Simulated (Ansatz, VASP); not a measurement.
# One calculation of MgO, two programs

```
Mg O
1.0
     3.50132    0.00000    0.00000
    -1.75066    3.03224    0.00000
     0.00000    0.00000    4.08219
Mg O
2 2
Direct
  0.66667 0.33333 0.75000
  0.33333 0.66667 0.25000
  0.66667 0.33333 0.25000
  0.33333 0.66667 0.75000
```

Alike in both runs: task single point; functional PBE; k mesh 9 × 9 × 6; occupations gaussian, width 0.05 eV; no spin polarisation.

|  | VASP | Ansatz |
| --- | --- | --- |
| version | VASP 6.6.1 | Ansatz 0.2.0 |
| potentials or method | VASP PAW PBE potentials, release 64 (Mg, O), cutoff 520 eV | scalar-relativistic, plane waves, PAW |
| valence electrons in the cell | 16 | 32 |

```csv
,VASP,Ansatz,Ansatz less VASP
gap on the k mesh at the Fermi level (eV),3.54,3.56,+0.021
least direct gap on the mesh (eV),3.54,3.56,+0.021
pressure (GPa),6.6,7.2,+0.62
"traceless stress, the component that is largest in VASP (GPa)",4.73,4.81,+0.083
```

VASP's potentials hold 16 valence electrons a cell and Ansatz's 32, so a difference there can come from the potentials and not from the codes.
